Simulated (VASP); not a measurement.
# W (C2/m) in VASP: further runs

W is run at these levels: LDA; tasks: single point.

Program: VASP 6.6.1. These are calculated values, not measurements. Logs are shortened: lines on timing, memory, paths and dates and some standing lists are left out, and cuts for length are marked.

### 1 The cell of the first run

It takes space group C2/m (No. 12, monoclinic). The conventional cell has a = 3.998 Å, b = 3.973 Å, c = 2.601 Å, α = 90.00°, β = 126.26°, γ = 90.00°. Within 3.4 Å of W (site symmetry 2/m) lie 12 W at 2.60 to 3.23 Å.

### 2 Single point, LDA (engineering shear strain xz -0.2250, normal strain along z +0.0750)

Input file INCAR:

```
SYSTEM = W
PREC = Accurate
ENCUT = 520
EDIFF = 1E-7
ISMEAR = 0
SIGMA = 0.15
LREAL = .False.
LASPH = .True.
NELM = 80
ALGO = Fast
ISIF = 2
LWAVE = .False.
LCHARG = .True.
LELF = .True.
LVHAR = .True.
NBANDS = 13
```

Input file KPOINTS:

```
Automatic mesh
0
Gamma
  20 20 20
  0 0 0
```

Input file POSCAR:

```
W
1.0
   -0.2234788632      1.9864787842      2.1354646930
    1.7629999210      0.0000000000      1.9119858298
    1.9864787842      1.9864787842     -0.2234788632
W
1
Direct
    0.0000000000      0.0000000000      0.0000000000
```

Potentials or basis: VASP PAW LDA potentials, release 64 (W_sv).

Started as:

```
cat potpaw_LDA.64/W_sv/POTCAR > POTCAR
mpirun -np 1 vasp_std > vasp.out
```

OUTCAR:

```text
SYSTEM = W
   PREC = Accurate
   ENCUT = 520
   EDIFF = 1E-7
   ISMEAR = 0
   LREAL = .False.
   LASPH = .True.
   NELM = 80
   ISIF = 2

 ion  position               nearest neighbor table
   1  0.000  0.000  0.000-

  LATTYP: Found a base centered monoclinic cell.
 ALAT       =     3.9980198911
 B/A-ratio  =     0.9937313162
 C/A-ratio  =     0.6505074989
 COS(beta)  =    -0.5914459248

  Lattice vectors:

 A1 = (  -1.9864787842,   1.9864787842,   0.2234788632)
 A2 = (  -1.9864787842,  -1.9864787842,   0.2234788632)
 A3 = (   1.7629999210,   0.0000000000,   1.9119858298)

Analysis of symmetry for initial positions (statically):
=====================================================================
 Subroutine PRICEL returns:
 Original cell was already a primitive cell.

 Routine SETGRP: Setting up the symmetry group for a
 base centered monoclinic supercell.

 Subroutine GETGRP returns: Found  4 space group operations
 (whereof  4 operations were pure point group operations)
 out of a pool of  4 trial point group operations.

The static configuration has the point symmetry C_2h.

Analysis of symmetry for dynamics (positions and initial velocities):
=====================================================================
 Subroutine PRICEL returns:
 Original cell was already a primitive cell.

 Routine SETGRP: Setting up the symmetry group for a
 base centered monoclinic supercell.

 Subroutine GETGRP returns: Found  4 space group operations
 (whereof  4 operations were pure point group operations)
 out of a pool of  4 trial point group operations.

The dynamic configuration has the point symmetry C_2h.

 Subroutine INISYM returns: Found  4 space group operations
 (whereof  4 operations are pure point group operations),
 and found     1 'primitive' translations

----------------------------------------------------------------------------------------

                                     Primitive cell

  volume of cell :      16.6551

[... 81 lines left out ...]
   LNONCOLLINEAR =      F non collinear calculations
   LSORBIT =      F    spin-orbit coupling
   LASPH  =      T    aspherical Exc in radial PAW
   ENCUT  =  520.0 eV  38.22 Ry    6.18 a.u.   5.44  4.84  5.24*2*pi/ulx,y,z
   NELM   =     80;   NELMIN=  2; NELMDL= -5     # of ELM steps
   EDIFF  = 0.1E-06   stopping-criterion for ELM
   LREAL  =      F    real-space projection
   EDIFFG = 0.1E-05   stopping-criterion for IOM
   NSW    =      0    number of steps for IOM
   IBRION =     -1    ionic relax: 0-MD 1-quasi-New 2-CG
   NFREE  =      0    steps in history (QN), initial steepest desc. (CG)
   ISIF   =      2    stress and relaxation
   ISYM   =      2    0-nonsym 1-usesym 2-fastsym
   POTIM  = 0.5000    time-step for ionic-motion
   TEBEG  =    0.0;   TEEND  =   0.0 temperature during run
   PSTRESS=    0.0 pullay stress
   NELECT =      14.0000    total number of electrons
   NUPDOWN=      -1.0000    fix difference up-down
   EMIN   =  10.00;   EMAX   =-10.00  energy-range for DOS
   EFERMI =   0.00;   METHOD = LEGACY
   ISMEAR =     0;   SIGMA  =   0.15  broadening in eV -4-tet -1-fermi 0-gaus
   EFERMI_NEDOS =   21; number of points for ismear=-14 and -15
   IALGO  =     68    algorithm
   IMIX   =      4    mixing-type and parameters
     AMIX     =   0.40;   BMIX     =  1.00
     AMIX_MAG =   1.60;   BMIX_MAG =  1.00
  volume/ion in A,a.u.               =      16.66       112.39
  Fermi-wavevector in a.u.,A,eV,Ry     =   1.545024  2.919672 32.478455  2.387099
  Thomas-Fermi vector in A             =   2.650462
   LORBIT       =      0    0 simple, 1 ext, 2 COOP (PROOUT), +10 PAW based schemes
   GGA     = CA    functional components
   LHFCALC =     F    Hartree Fock is set to
   AEXX    =    0.0000 exact exchange contribution
   IVDW    =     0    specifies the selected vdW correction
   LEPSILON=     F    determine dielectric tensor
   LRPA    =     F    only Hartree local field effects (RPA)
 non-spin polarized calculation
 RMM-DIIS sequential band-by-band and
 Gauss-broadening in eV      SIGMA  =   0.15
  energy-cutoff  :      520.00
  volume of cell :       16.66
 maximum number of plane-waves:       462
 NGX is ok and might be reduce to    24
   NGX = 11   NGY =  9   NGZ = 11

 number of electron      13.9999998 magnetization

 Free energy of the ion-electron system (eV)
  ---------------------------------------------------
  ext. energy  EPLUGINS =         0.00000000
  ---------------------------------------------------
  free energy    TOTEN  =       -13.56220032 eV

  energy without entropy =      -13.55405442  energy(sigma->0) =      -13.55812737

 E-fermi :  10.4842     XC(G=0): -13.5123

 val. band max:       10.4825556080   @ k =   0.3000  -0.4000   0.1500
 cond. band min:      10.4845051877   @ k =  -0.0500   0.5000   0.1000
 fundamental gap:      0.0019495797
 Fermi energy:        10.4841608519

 k-point     1 :       0.0000    0.0000    0.0000
  band No.  band energies     occupation
      1     -63.1346      2.00000
      2     -27.2263      2.00000
      3     -27.0750      2.00000
      4     -26.6174      2.00000
      5       1.3705      2.00000
      6       7.7446      2.00000
      7       8.8057      2.00000
      8      11.6650      0.00000
      9      12.6486      0.00000
     10      13.6091      0.00000
     11      22.9585      0.00000
     12      25.4365      0.00000
     13      29.2736      0.00000
[... 354 lines left out ...]
  band No.  band energies     occupation
      1     -63.0598      2.00000
      2     -28.0803      2.00000
      3     -27.1340      2.00000
      4     -26.7743      2.00000
      5       4.5355      2.00000
      6       8.4713      2.00000
      7       9.3406      2.00000
      8      11.2614      0.00000
      9      12.9374      0.00000
     10      15.7009      0.00000
     11      19.8210      0.00000
     12      24.2985      0.00000
     13      28.4838      0.00000

 [... further k-points ...]
[... 5 lines left out ...]
  --------------------------------------------------------------------------------------
  -------------------------------------------------------------------------------------
  Total       -1.1141068     -0.9809432     -0.7523272      0.0000000      0.0000000      1.3909693
  in kB     -107.1742785    -94.3642718    -72.3719828      0.0000000      0.0000000    133.8077481
  external PRESSURE =     -91.3035110 kB  Pullay stress =       0.0000000 kB

 VOLUME and BASIS-vectors are now :
 -----------------------------------------------------------------------------
  energy-cutoff  :      520.00
  volume of cell :       16.66
      direct lattice vectors                 reciprocal lattice vectors
    -0.223478863  1.986478784  2.135464693    -0.228045625  0.251701656  0.210275836
     1.762999921  0.000000000  1.911985830     0.281354991 -0.251701656  0.263585203
     1.986478784  1.986478784 -0.223478863     0.228045625  0.251701656 -0.210275836

 POSITION                                       TOTAL-FORCE (eV/Angst)
 -----------------------------------------------------------------------------------
      0.00000      0.00000      0.00000         0.000000      0.000000      0.000000
 -----------------------------------------------------------------------------------
    total drift:                               -0.000000     -0.000000     -0.000000

  FREE ENERGIE OF THE ION-ELECTRON SYSTEM (eV)
  ---------------------------------------------------
  free  energy   TOTEN  =       -13.5622003242 eV

  energy  without entropy=      -13.5540544192  energy(sigma->0) =      -13.55812737
```

OSZICAR:

```text
N       E                     dE             d eps       ncg     rms          rms(c)
DAV:   1     0.844584055122E+02    0.84458E+02   -0.74769E+03 55186   0.121E+03
DAV:   2    -0.125438377691E+02   -0.97002E+02   -0.93199E+02 61387   0.315E+02
DAV:   3    -0.142259516954E+02   -0.16821E+01   -0.16752E+01 61487   0.403E+01
DAV:   4    -0.142334130448E+02   -0.74613E-02   -0.74611E-02 60152   0.296E+00
DAV:   5    -0.142334806963E+02   -0.67652E-04   -0.67653E-04 61852   0.267E-01    0.196E+01
RMM:   6    -0.137018766785E+02    0.53160E+00   -0.40561E-01 60002   0.572E+00    0.802E+00
RMM:   7    -0.135662593583E+02    0.13562E+00   -0.27264E-01 60432   0.466E+00    0.704E-01
RMM:   8    -0.135622409812E+02    0.40184E-02   -0.12109E-02 68376   0.121E+00    0.163E-01
RMM:   9    -0.135621776855E+02    0.63296E-04   -0.21735E-03 68275   0.536E-01    0.585E-02
RMM:  10    -0.135621939819E+02   -0.16296E-04   -0.27997E-04 72683   0.205E-01    0.799E-03
RMM:  11    -0.135621984705E+02   -0.44886E-05   -0.66346E-05 71295   0.953E-02    0.578E-03
RMM:  12    -0.135621998061E+02   -0.13356E-05   -0.15843E-05 72134   0.450E-02    0.256E-03
RMM:  13    -0.135622002010E+02   -0.39488E-06   -0.40080E-06 64290   0.218E-02    0.111E-03
RMM:  14    -0.135622002953E+02   -0.94351E-07   -0.11359E-06 54292   0.116E-02    0.543E-04
RMM:  15    -0.135622003242E+02   -0.28898E-07   -0.29645E-07 45763   0.565E-03
   1 F= -.13562200E+02 E0= -.13558127E+02  d E =-.814591E-02
```

Run time: 12 min. Hardware: 1 thread of AMD EPYC 7R43 (Zen 3), shared host; peak memory 0.45 GiB.

Results:

* Free energy: -13.5622 eV
* Pressure: -9.1 GPa
* Band gap on the k mesh: zero (bands 7 and 8 overlap by 4.38 eV)

Stress tensor (GPa, compression positive):
```
-10.72   0.00  13.38
  0.00  -9.44   0.00
 13.38   0.00  -7.24
```

Caveat: the cell differs from its parent crystal (engineering shear strain xz -0.2250, normal strain along z +0.0750); the cell stands under tension; spin-orbit coupling is left out, which moves the levels of the heavy elements.

### 3 Single point, LDA (engineering shear strain xz -0.1500, normal strain along z +0.0750)

Input file INCAR:

```
PREC     = Accurate       # precision mode
ENCUT    = 520            # plane-wave cutoff, eV
EDIFF    = 1E-6           # SCF threshold, eV
ISMEAR   = 0              # smearing method
SIGMA    = 0.15           # smearing width, eV
LREAL    = False          # projectors in reciprocal space
LASPH    = True           # aspherical terms in the spheres
NELM     = 100            # most SCF steps
ALGO     = Fast           # electronic algorithm
ISIF     = 2              # what is computed and relaxed
LWAVE    = False          # write WAVECAR
LCHARG   = False          # write CHGCAR
GGA      = CA             # functional
NBANDS   = 13             # bands
```

Input file KPOINTS:

```
Automatic mesh
0
Gamma
  20 20 20
```

Input file POSCAR:

```
W
1.0
   -0.1489859088      1.9864787842      2.1354646930
    1.8374928754      0.0000000000      1.9864787842
    1.9864787842      1.9864787842     -0.1489859088
W
1
Direct
    0.0000000000      0.0000000000      0.0000000000
```

Potentials or basis: VASP PAW LDA potentials, release 64 (W_sv).

Started as:

```
cat potpaw_LDA.64/W_sv/POTCAR > POTCAR
mpirun -np 1 vasp_std > vasp.out
```

Run time: 9.6 min. Hardware: 1 thread of AMD EPYC 7R43 (Zen 3), shared host; peak memory 0.45 GiB.

It converged, with:

- Free energy: -13.6102 eV
- Pressure: -14.4 GPa
- Band gap on the k mesh: zero (bands 7 and 8 overlap by 4.28 eV)

Stress tensor (GPa, compression positive):
```
-18.51   0.00   2.42
  0.00 -12.55   0.00
  2.42   0.00 -12.05
```

Levels at points of the mesh, in eV from the Fermi level:
```tsv
k point	band 3	band 4	band 5	band 6	band 7	band 8	band 9	band 10	band 11	band 12
(0.00, 0.00, 0.00)	-37.48	-37.23	-9.03	-2.19	-1.03	0.49	1.80	3.01	12.60	15.50
(0.50, 0.00, 0.00)	-37.56	-37.37	-5.84	-1.64	-0.16	0.17	3.13	5.08	9.16	12.87
(0.00, 0.50, 0.00)	-37.81	-37.60	-5.61	-2.44	-0.09	1.26	4.16	5.41	10.95	11.73
(0.50, 0.50, 0.00)	-37.76	-37.74	-5.63	-4.55	2.06	4.03	4.93	5.47	11.80	12.06
(0.50, 0.00, 0.50)	-38.14	-37.56	-5.58	-4.74	3.25	4.54	4.79	5.91	8.91	12.83
(0.00, 0.50, 0.50)	-37.96	-37.86	-5.56	-4.68	3.25	3.43	5.66	5.73	10.76	11.51
```

Caveat: the cell differs from its parent crystal (engineering shear strain xz -0.1500, normal strain along z +0.0750); the stress differs along the axes, from -19 to -12 GPa; spin-orbit coupling is left out, which moves the levels of the heavy elements.
